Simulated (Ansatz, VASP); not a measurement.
**KTaO3: VASP beside Ansatz**

INCAR

```
PREC     = Accurate       # precision mode
ENCUT    = 520            # plane-wave cutoff, eV
EDIFF    = 1E-6           # SCF threshold, eV
ISMEAR   = -1             # smearing method
SIGMA    = 0.05           # smearing width, eV
LREAL    = False          # projectors in reciprocal space
LASPH    = True           # aspherical terms in the spheres
NELM     = 60             # most SCF steps
ALGO     = Normal         # electronic algorithm
ISIF     = 2              # what is computed and relaxed
LWAVE    = False          # write WAVECAR
LCHARG   = True           # write CHGCAR
GGA      = PS             # functional
LELF     = True           # ELF
LVHAR    = True         
NBANDS   = 27             # bands
```

KPOINTS

```
regular mesh
0
Gamma
  7 7 7
```

POSCAR

```
KTaO3
1.0
    4.0665218197      0.0000000000      0.0000000000
    0.0000000000      4.0665218197      0.0000000000
    0.0000000000      0.0000000000      4.0665218197
Ta K O
1 1 3
Direct
    0.0000000000      0.0000000000      0.0000000000
    0.5000000000      0.5000000000      0.5000000000
    0.0000000000      0.0000000000      0.5000000000
    0.0000000000      0.5000000000      0.0000000000
    0.5000000000      0.0000000000      0.0000000000
```

input.yaml

```yaml
crystal:
  lattice:
    - [4.0665218197, 0.0, 0.0]
    - [0.0, 4.0665218197, 0.0]
    - [0.0, 0.0, 4.0665218197]
  atoms:
    - { symbol: Ta, position: [0.0, 0.0, 0.0] }
    - { symbol: K, position: [0.5, 0.5, 0.5] }
    - { symbol: O, position: [0.0, 0.0, 0.5] }
    - { symbol: O, position: [0.0, 0.5, 0.0] }
    - { symbol: O, position: [0.5, 0.0, 0.0] }
hamiltonian:
  xc: pbesol
  pseudopotentials: { kind: paw }
kpoints:
  mp_grid: { grid: [7, 7, 7] }
scf:
  occupations: { method: fermi_dirac, width: 0.05 }
output:
  forces: true
  stress: true
  eigenvalues: true
```

Alike in both runs: task single point; functional PBEsol; k mesh 7 × 7 × 7; occupations fermi-dirac, width 0.05 eV; no spin polarisation.

|  | VASP | Ansatz |
| --- | --- | --- |
| version | VASP 6.6.1 | Ansatz 0.2.0 |
| potentials or method | VASP PAW PBE potentials, release 64 (Ta_pv, K_sv, O) | Ansatz PAW |
| plane-wave cutoff (eV) | 520 | 420 |
| valence electrons in the cell | 38 | 40 |

|  | VASP | Ansatz | Ansatz less VASP |
| --- | --- | --- | --- |
| gap on the k mesh at the Fermi level (eV) | 2.02 | 2.06 | +0.042 |
| least direct gap on the mesh (eV) | 2.60 | 2.64 | +0.035 |
| pressure (GPa) | -10.2 | -10.7 | -0.53 |

VASP's potentials were made for PBE, not for PBEsol. VASP's potentials hold 38 valence electrons a cell and Ansatz's 40, so a difference there can come from the potentials and not from the codes.

Neither program's run includes spin-orbit coupling. Noted on Ansatz's run: odd divisions of the mesh miss points on the zone boundary, where band edges often lie, so the gap on the mesh can be too wide.
